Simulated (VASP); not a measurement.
A run of VASP 6.6.1 is set up as follows.

Contents of POSCAR:

```
Nb
1.0
    1.5732684270      0.9083269498      2.1719985708
   -1.5732684270      0.9083269498      2.1719985708
    0.0000000000     -1.8166538996      2.1719985708
Nb
1
Direct
    0.5000000000      0.5000000000      0.5000000000
```

File INCAR.step1:

```
PREC = Accurate ; ENCUT = 600
ISMEAR = 0 ; SIGMA = 0.1
LREAL = F ; LASPH = T
NELM = 80 ; GGA = PE
ALGO = Normal ; EDIFF = 1E-4
LWAVE = T ; LCHARG = F
```

File INCAR.step2:

```
PREC = Accurate ; ENCUT = 600
EDIFF = 1E-7 ; ISMEAR = 0
SIGMA = 0.1 ; LREAL = F
LASPH = T ; NELM = 80
ALGO = Normal ; ISIF = 3
LWAVE = F ; LCHARG = F
METAGGA = R2SCAN ; LMIXTAU = T
IBRION = 2 ; NSW = 100
EDIFFG = -0.01 ; ISTART = 1
```

The input KPOINTS:

```
Automatic mesh
0
Gamma
  21 21 21
```

Potentials or basis: VASP PAW PBE potentials, release 64 (Nb_sv).

Launch:

```console
$ cat potpaw_PBE.64/Nb_sv/POTCAR > POTCAR
$ cp INCAR.step1 INCAR
$ mpirun -np 1 vasp_std > vasp.out
$ cp INCAR.step2 INCAR
$ mpirun -np 1 vasp_std > vasp.out
```

(1) Predict the band gap on the k mesh.

(2) Predict the space group after relaxing (to 0.1 Å).

(3) Predict the relaxed volume.

(4) What does it give for the relaxed cell?

Answers

(1) zero (an odd number of electrons rules out a gap without spin polarisation).

(2) R-3m (No. 166).

(3) 18.45 Å³/atom.

(4) a = 2.806 Å, b = 2.806 Å, c = 2.806 Å, α = 68.58°, β = 68.58°, γ = 68.58°.

Caveat: the PAW data sets were made with another functional, which shifts forces and pressure a little.
